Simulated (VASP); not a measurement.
# GaN (F-43m) in VASP: notebook, part 2 of 2

VASP 6.6.1. Earlier steps stand in the parts before.

## 5. Relaxation of cell and atoms, r2SCAN, target pressure 10 GPa, at which the enthalpy is minimised

Contents of POSCAR:

```
GaN
1.0
    2.2489450353      2.2489450353      0.0000000000
   -2.2489450353      2.2489450353      0.0000000000
    0.0000000000      2.2489450353      2.2489450353
Ga N
1 1
Direct
    0.0000000000      0.0000000000      0.0000000000
    0.2500000000      0.7500000000      0.5000000000
```

Contents of INCAR.step1:

```
SYSTEM = GaN
  ALGO = Normal
  EDIFF = 1E-4
  ENCUT = 600
  GGA = PE
  ISMEAR = 0
  LASPH = .TRUE.
  LCHARG = .FALSE.
  LREAL = .FALSE.
  LWAVE = .TRUE.
  NELM = 80
  PREC = Accurate
  SIGMA = 0.01
```

Contents of INCAR.step2:

```
SYSTEM = GaN
  ALGO = Normal
  EDIFF = 1E-7
  EDIFFG = -0.002
  ENCUT = 600
  IBRION = 2
  ISIF = 3
  ISMEAR = 0
  ISTART = 1
  LASPH = .TRUE.
  LCHARG = .FALSE.
  LMIXTAU = .TRUE.
  LREAL = .FALSE.
  LWAVE = .FALSE.
  METAGGA = R2SCAN
  NELM = 80
  NSW = 100
  PREC = Accurate
  PSTRESS = 100.0
  SIGMA = 0.01
```

Contents of KPOINTS:

```
k-points
0
G
  10 10 10
  0 0 0
```

Potentials or basis: VASP PAW PBE potentials, release 64 (Ga_d, N).

The run is started by

```
cat potpaw_PBE.64/Ga_d/POTCAR potpaw_PBE.64/N/POTCAR > POTCAR
cp INCAR.step1 INCAR
mpirun -np 1 vasp_std > vasp.out
cp INCAR.step2 INCAR
mpirun -np 1 vasp_std > vasp.out
```

OUTCAR:

```text
SYSTEM = GaN
   EDIFF = 1E-7
   EDIFFG = -0.002
   ENCUT = 600
   IBRION = 2
   ISIF = 3
   ISMEAR = 0
   ISTART = 1
   LASPH = .TRUE.
   LREAL = .FALSE.
   METAGGA = R2SCAN
   NELM = 80
   NSW = 100
   PREC = Accurate
   PSTRESS = 100.0

 ion  position               nearest neighbor table
   1  0.000  0.000  0.000-   2 1.95   2 1.95   2 1.95   2 1.95
   2  0.250  0.750  0.500-   1 1.95   1 1.95   1 1.95   1 1.95

  LATTYP: Found a face centered cubic cell.
 ALAT       =     4.4978900706

  Lattice vectors:

 A1 = (   0.0000000000,   2.2489450353,   2.2489450353)
 A2 = (   2.2489450353,   0.0000000000,   2.2489450353)
 A3 = (   2.2489450353,   2.2489450353,   0.0000000000)

Analysis of symmetry for initial positions (statically):
=====================================================================
[... 422 lines left out ...]
      2      -8.3393      2.00000
      3      -8.3393      2.00000
      4      -8.3393      2.00000
      5      -7.9348      2.00000
      6      -7.9348      2.00000
      7       5.5377      2.00000
      8       5.5377      2.00000
      9       5.5377      2.00000
     10       7.9687      0.00000
     11      16.8499      0.00000
     12      16.8499      0.00000
     13      16.8499      0.00000
[... 354 lines left out ...]
  band No.  band energies     occupation
      1     -10.2906      2.00000
      2      -8.1940      2.00000
      3      -8.0670      2.00000
      4      -8.0026      2.00000
      5      -7.8982      2.00000
      6      -6.3042      2.00000
      7      -0.7822      2.00000
      8       1.1872      2.00000
      9       3.4338      2.00000
     10      11.6458      0.00000
     11      14.4326      0.00000
     12      17.3061      0.00000
     13      19.0701      0.00000

 [... further k-points ...]

------------------------ aborting loop because EDIFF is reached ----------------------------------------

  FORCE on cell =-STRESS in cart. coord.  units (eV):
  Direction    XX          YY          ZZ          XY          YZ          ZX
  --------------------------------------------------------------------------------------
  -------------------------------------------------------------------------------------
  Total        1.3599810      1.3599810      1.3599810      0.0000000      0.0000000     -0.0000000
  in kB       99.7570569     99.7570569     99.7570569      0.0000000      0.0000000     -0.0000000
  external PRESSURE =      -0.2429431 kB  Pullay stress =     100.0000000 kB
[... 21 lines left out ...]
  energy  without entropy=      -21.8670028944  energy(sigma->0) =      -21.86700289

  enthalpy is  TOTEN    =       -20.5037098220 eV   P V=        1.3632930724

 reached required accuracy - stopping structural energy minimisation
```

OSZICAR.step1:

```text
N       E                     dE             d eps       ncg     rms          rms(c)
DAV:   1     0.994445811696E+02    0.99445E+02   -0.10573E+04  1315   0.269E+03
DAV:   2    -0.571963548235E+01   -0.10516E+03   -0.99041E+02  1372   0.400E+02
DAV:   3    -0.139922301963E+02   -0.82726E+01   -0.82181E+01  1387   0.978E+01
DAV:   4    -0.141481805187E+02   -0.15595E+00   -0.15574E+00  1447   0.142E+01
DAV:   5    -0.141503313993E+02   -0.21509E-02   -0.21508E-02  1367   0.152E+00    0.773E+00
DAV:   6    -0.121331753895E+02    0.20172E+01   -0.59763E+00  1883   0.497E+01    0.264E+00
DAV:   7    -0.121468300830E+02   -0.13655E-01   -0.37353E-01  1232   0.825E+00    0.176E+00
DAV:   8    -0.121443159023E+02    0.25142E-02   -0.68080E-02  1383   0.462E+00    0.756E-01
DAV:   9    -0.121394578136E+02    0.48581E-02   -0.21893E-02  1853   0.392E+00    0.183E-01
DAV:  10    -0.121397423570E+02   -0.28454E-03   -0.18462E-03  1436   0.730E-01    0.634E-02
DAV:  11    -0.121396759205E+02    0.66437E-04   -0.27711E-04  1087   0.316E-01
   1 F= -.12139676E+02 E0= -.12139676E+02  d E =-.126091E-82
```

Run time: 10 min. Hardware: 1 thread of Intel Xeon 8259CL, shared host; peak memory 0.19 GiB.

What came out:

```
Free energy                                                : -21.8670 eV
Relaxed volume                                             : 10.92 Å³/atom
Relaxed cell                                               : a = 3.138 Å, b = 3.138 Å, c = 3.138 Å, α = 60.00°, β = 60.00°, γ = 90.00°
Space group after relaxing (to 0.1 Å)                      : F-43m (No. 216)
Energy change on relaxing (the run minimises the enthalpy) : +15.3 meV/atom
Ionic steps                                                : 7
Pressure after relaxing                                    : 10.0 GPa
Band gap on the k mesh                                     : 2.43 eV
```

The path:
```
step  energy change (eV)  largest force (eV/Å)  pressure (GPa)  volume (Å³)
   1              0.0000                0.0000            1.17        22.75
   2              0.1427                0.0000           23.47        20.75
   3              0.0302                0.0000            9.92        21.85
   4              0.0313                0.0000           10.13        21.83
   5              0.0298                0.0000            9.85        21.86
   6              0.0309                0.0000           10.05        21.84
   7              0.0306                0.0000            9.98        21.84
```

Final structure:
```
Ga N
1.0
     2.21866    2.21866    0.00000
    -2.21866    2.21866    0.00000
     0.00000    2.21866    2.21866
Ga N
1 1
Direct
  0.00000 0.00000 0.00000
  0.25000 0.75000 0.50000
```

Caveat: the cell is relaxed towards a set pressure, so the run minimises the enthalpy, not the energy; the PAW data sets were made with another functional, which shifts forces and pressure a little.

## 6. Relaxation of cell and atoms, r2SCAN, target pressure 15 GPa, at which the enthalpy is minimised

POSCAR is that of step 5.

Contents of INCAR.step1:

```
SYSTEM = GaN
PREC = Accurate
ENCUT = 600
ISMEAR = 0
SIGMA = 0.01
LREAL = .False.
LASPH = .True.
NELM = 100
GGA = PE
ALGO = Normal
EDIFF = 1E-4
LWAVE = .True.
LCHARG = .False.
```

Contents of INCAR.step2:

```
SYSTEM = GaN
PREC = Accurate
ENCUT = 600
EDIFF = 1E-7
ISMEAR = 0
SIGMA = 0.01
LREAL = .False.
LASPH = .True.
NELM = 100
ALGO = Normal
ISIF = 3
LWAVE = .False.
LCHARG = .False.
METAGGA = R2SCAN
LMIXTAU = .True.
IBRION = 2
NSW = 100
EDIFFG = -0.002
PSTRESS = 150.0
ISTART = 1
```

Contents of KPOINTS:

```
Automatic mesh
0
Gamma
  10 10 10
  0 0 0
```

Potentials or basis: VASP PAW PBE potentials, release 64 (Ga_d, N).

The run is started by

```
cat potpaw_PBE.64/Ga_d/POTCAR potpaw_PBE.64/N/POTCAR > POTCAR
cp INCAR.step1 INCAR
mpirun -np 1 vasp_std > vasp.out
cp INCAR.step2 INCAR
mpirun -np 1 vasp_std > vasp.out
```

OUTCAR:

```text
SYSTEM = GaN
   PREC = Accurate
   ENCUT = 600
   EDIFF = 1E-7
   ISMEAR = 0
   LREAL = .False.
   LASPH = .True.
   NELM = 100
   ISIF = 3
   METAGGA = R2SCAN
   IBRION = 2
   NSW = 100
   EDIFFG = -0.002
   PSTRESS = 150.0
   ISTART = 1

 ion  position               nearest neighbor table
   1  0.000  0.000  0.000-   2 1.95   2 1.95   2 1.95   2 1.95
   2  0.250  0.750  0.500-   1 1.95   1 1.95   1 1.95   1 1.95

  LATTYP: Found a face centered cubic cell.
 ALAT       =     4.4978900706

  Lattice vectors:

 A1 = (   0.0000000000,   2.2489450353,   2.2489450353)
 A2 = (   2.2489450353,   0.0000000000,   2.2489450353)
 A3 = (   2.2489450353,   2.2489450353,   0.0000000000)

Analysis of symmetry for initial positions (statically):
=====================================================================
 Subroutine PRICEL returns:
 Original cell was already a primitive cell.

 Routine SETGRP: Setting up the symmetry group for a
 face centered cubic supercell.

 Subroutine GETGRP returns: Found 24 space group operations
 (whereof 24 operations were pure point group operations)
 out of a pool of 48 trial point group operations.

The static configuration has the point symmetry T_d .

Analysis of symmetry for dynamics (positions and initial velocities):
=====================================================================
 Subroutine PRICEL returns:
 Original cell was already a primitive cell.
[... 385 lines left out ...]

 number of electron      17.9999998 magnetization

 Free energy of the ion-electron system (eV)
  ---------------------------------------------------
  ext. energy  EPLUGINS =         0.00000000
  ---------------------------------------------------
  free energy    TOTEN  =       -21.83246875 eV

  energy without entropy =      -21.83246875  energy(sigma->0) =      -21.83246875

 E-fermi :   5.8215     XC(G=0): -13.0367

 val. band max:        5.7763829267   @ k =   0.0000   0.0000   0.0000
 cond. band min:       8.3443476708   @ k =   0.0000   0.0000   0.0000
 fundamental gap:      2.5679647441
 Fermi energy:         5.8215246549

 k-point     1 :       0.0000    0.0000    0.0000
  band No.  band energies     occupation
      1     -11.5609      2.00000
      2      -8.1276      2.00000
      3      -8.1276      2.00000
      4      -8.1276      2.00000
      5      -7.6974      2.00000
      6      -7.6974      2.00000
      7       5.7764      2.00000
      8       5.7764      2.00000
      9       5.7764      2.00000
     10       8.3443      0.00000
     11      17.2247      0.00000
     12      17.2247      0.00000
     13      17.2247      0.00000
[... 354 lines left out ...]
  band No.  band energies     occupation
      1     -10.1666      2.00000
      2      -7.9761      2.00000
      3      -7.8385      2.00000
      4      -7.7704      2.00000
      5      -7.6589      2.00000
      6      -6.0477      2.00000
      7      -0.6533      2.00000
      8       1.3269      2.00000
      9       3.6161      2.00000
     10      11.9310      0.00000
     11      14.8453      0.00000
     12      17.6998      0.00000
     13      19.4748      0.00000

 [... further k-points ...]

------------------------ aborting loop because EDIFF is reached ----------------------------------------

  FORCE on cell =-STRESS in cart. coord.  units (eV):
  Direction    XX          YY          ZZ          XY          YZ          ZX
  --------------------------------------------------------------------------------------
  -------------------------------------------------------------------------------------
  Total        2.0049627      2.0049627      2.0049627     -0.0000000     -0.0000000      0.0000000
  in kB      150.1249425    150.1249425    150.1249425     -0.0000000     -0.0000000      0.0000000
  external PRESSURE =       0.1249425 kB  Pullay stress =     150.0000000 kB
[... 21 lines left out ...]
  energy  without entropy=      -21.8324687460  energy(sigma->0) =      -21.83246875

  enthalpy is  TOTEN    =       -19.8291746554 eV   P V=        2.0032940906

 reached required accuracy - stopping structural energy minimisation
```

OSZICAR.step1:

```text
N       E                     dE             d eps       ncg     rms          rms(c)
DAV:   1     0.994445811696E+02    0.99445E+02   -0.10573E+04  1315   0.269E+03
DAV:   2    -0.571963548235E+01   -0.10516E+03   -0.99041E+02  1372   0.400E+02
DAV:   3    -0.139922301963E+02   -0.82726E+01   -0.82181E+01  1387   0.978E+01
DAV:   4    -0.141481805187E+02   -0.15595E+00   -0.15574E+00  1447   0.142E+01
DAV:   5    -0.141503313993E+02   -0.21509E-02   -0.21508E-02  1367   0.152E+00    0.773E+00
DAV:   6    -0.121331753895E+02    0.20172E+01   -0.59763E+00  1883   0.497E+01    0.264E+00
DAV:   7    -0.121468300830E+02   -0.13655E-01   -0.37353E-01  1232   0.825E+00    0.176E+00
DAV:   8    -0.121443159023E+02    0.25142E-02   -0.68080E-02  1383   0.462E+00    0.756E-01
DAV:   9    -0.121394578136E+02    0.48581E-02   -0.21893E-02  1853   0.392E+00    0.183E-01
DAV:  10    -0.121397423570E+02   -0.28454E-03   -0.18462E-03  1436   0.730E-01    0.634E-02
DAV:  11    -0.121396759205E+02    0.66437E-04   -0.27711E-04  1087   0.316E-01
   1 F= -.12139676E+02 E0= -.12139676E+02  d E =-.126091E-82
```

It took 13 min on 1 thread of Intel Xeon 8259CL, shared host; peak memory 0.19 GiB.

Results:

| Property | Result |
| --- | --- |
| Free energy | -21.8325 eV |
| Relaxed volume | 10.70 Å³/atom |
| Relaxed cell | a = 3.116 Å, b = 3.116 Å, c = 3.116 Å, α = 60.00°, β = 60.00°, γ = 90.00° |
| Space group after relaxing (to 0.1 Å) | F-43m (No. 216) |
| Energy change on relaxing (the run minimises the enthalpy) | +32.6 meV/atom |
| Ionic steps | 7 |
| Pressure after relaxing | 15.0 GPa |
| Band gap on the k mesh | 2.57 eV |

Step by step:
| step | energy change (eV) | largest force (eV/Å) | pressure (GPa) | volume (Å³) |
| --- | --- | --- | --- | --- |
| 1 | 0.0000 | 0.0000 | 1.17 | 22.75 |
| 2 | 0.3568 | 0.0000 | 40.75 | 19.67 |
| 3 | 0.0623 | 0.0000 | 14.65 | 21.43 |
| 4 | 0.0647 | 0.0000 | 14.96 | 21.40 |
| 5 | 0.0672 | 0.0000 | 15.28 | 21.38 |
| 6 | 0.0625 | 0.0000 | 14.68 | 21.43 |
| 7 | 0.0651 | 0.0000 | 15.01 | 21.40 |

Final structure:
```cif
data_structure
_symmetry_space_group_name_H-M 'P 1'
_symmetry_Int_Tables_number 1
_cell_length_a 3.1162
_cell_length_b 3.1162
_cell_length_c 3.1162
_cell_angle_alpha 60.000
_cell_angle_beta 60.000
_cell_angle_gamma 90.000
_cell_volume 21.40
loop_
_atom_site_label
_atom_site_type_symbol
_atom_site_fract_x
_atom_site_fract_y
_atom_site_fract_z
_atom_site_occupancy
Ga1 Ga 0.00000 0.00000 0.00000 1
N1 N 0.25000 0.75000 0.50000 1
```

Caveat: the cell is relaxed towards a set pressure, so the run minimises the enthalpy, not the energy; the PAW data sets were made with another functional, which shifts forces and pressure a little.

## 7. The runs side by side

| cell | gap on the mesh (eV) | pressure (GPa) |
| --- | --- | --- |
| relaxed to 2 GPa | 2.19 | 2.0 |
| relaxed to 4 GPa | 2.25 | 4.0 |
| relaxed to 7 GPa | 2.34 | 7.0 |
| relaxed to 10 GPa | 2.43 | 10.0 |
| relaxed to 15 GPa | 2.57 | 15.0 |

Alike in all rows: task relaxation of cell and atoms; level r2SCAN; potentials or basis VASP PAW PBE potentials, release 64 (Ga_d, N); no spin polarisation; k mesh 10 × 10 × 10; cutoff (eV) 600; smearing gaussian 0.01 eV.

Caveats: the cell is relaxed towards a set pressure, so the run minimises the enthalpy, not the energy; the PAW data sets were made with another functional, which shifts forces and pressure a little.

Total energies depend on the potentials used, so only differences within one code and one set of settings carry meaning.
